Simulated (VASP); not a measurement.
Write the native input for VASP 6.6.1 that does the following.

```yaml
Task: single point
Functional: LDA
Potentials_or_basis: VASP PAW LDA potentials, release 64 (Ni_sv_GW)
Cutoff: 590 eV
k_mesh: 15 × 15 × 15
Occupations: gaussian, width 0.05 eV
Spin: collinear spin, ferromagnetic start
Starting_moments: "[1.7] μB"
Fixed_moment: 1.7 μB
Hubbard_terms: Ni d U = 4.2 eV
Dipole_correction: no
Second_run: valence_matched
Further_INCAR_settings: ALGO = Normal; EDIFF = 1e-06; NBANDS = 19
```

The structure of Ni lies in POSCAR:

```
Ni
1.0
    0.0000000000      1.7810000000      1.7810000000
    1.7810000000      0.0000000000      1.7810000000
    1.7810000000      1.7810000000      0.0000000000
Ni
1
Direct
    0.0000000000      0.0000000000      0.0000000000
```

One way to write it, as run:

INCAR

```
  PREC = Accurate
  ENCUT = 590
  EDIFF = 1E-6
  ISMEAR = 0
  SIGMA = 0.05
  LREAL = F
  LASPH = T
  NELM = 200
  ALGO = Normal
  ISIF = 2
  LWAVE = F
  LCHARG = F
  ISPIN = 2
  MAGMOM = 1.7
  LORBIT = 11
  NUPDOWN = 1.7
  LMAXMIX = 4
  LDAU = T
  LDAUTYPE = 2
  LDAUL = 2
  LDAUU = 4.2
  LDAUJ = 0
  LDAUPRINT = 1
  GGA = CA
  NBANDS = 19
  GGA_COMPAT = F
```

KPOINTS

```
Automatic mesh
0
Gamma
  15 15 15
```

Potentials or basis: VASP PAW LDA potentials, release 64 (Ni_sv_GW).

Launch:

```console
$ cat potpaw_LDA.64/Ni_sv_GW/POTCAR > POTCAR
$ mpirun -np 1 vasp_std > vasp.out
```

It gave:

- Pressure: -6.9 GPa
- Net moment: 1.70 μB per cell
- Site moments: Ni +1.60 μB
- Valence electrons inside the program's atomic spheres: Ni 16.31

Caveat: the total moment is fixed, so each spin has its own Fermi level; the U is typed as a test and isn't derived for this compound.

Run time: 74 s on 1 thread of Intel(R) Xeon(R) Platinum 8259CL CPU @ 2.50GHz (Skylake/Cascade Lake), with other jobs on the host, peak memory 0.17 GiB.
